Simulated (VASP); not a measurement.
A run of VASP 6.6.1 is set up as follows.

INCAR

```
PREC = Accurate
ENCUT = 520
EDIFF = 1E-6
ISMEAR = 0
SIGMA = 0.1
LREAL = False
LASPH = True
NELM = 100
ALGO = Normal
ISIF = 2
LWAVE = False
LCHARG = False
GGA = PE
NBANDS = 24
```

Contents of KPOINTS:

```
regular mesh
0
Gamma
  6 6 2
```

Contents of POSCAR:

```
BaSnAu
1.0
    3.3979511400      0.0000000000      0.0000000000
    0.0000000000      3.3979511400      0.0000000000
    0.0000000000      0.0000000000      9.1155246800
Ba Sn Au
1 1 1
Direct
    0.0000000000      0.0000000000      0.0000000000
    0.5000000000      0.5000000000      0.5000000000
    0.0000000000      0.0000000000      0.5000000000
```

Potentials or basis: VASP PAW PBE potentials, release 64 (Ba_sv, Sn_d, Au).

Command:

```sh
$ cat potpaw_PBE.64/Ba_sv/POTCAR potpaw_PBE.64/Sn_d/POTCAR potpaw_PBE.64/Au/POTCAR > POTCAR
$ mpirun -np 1 vasp_std > vasp.out
```

Problem. Predict the pressure.

Solution. 21.9 GPa.

Stress tensor (GPa, compression positive):
```
35.18  0.00  0.00
 0.00 35.18  0.00
 0.00  0.00 -4.65
```
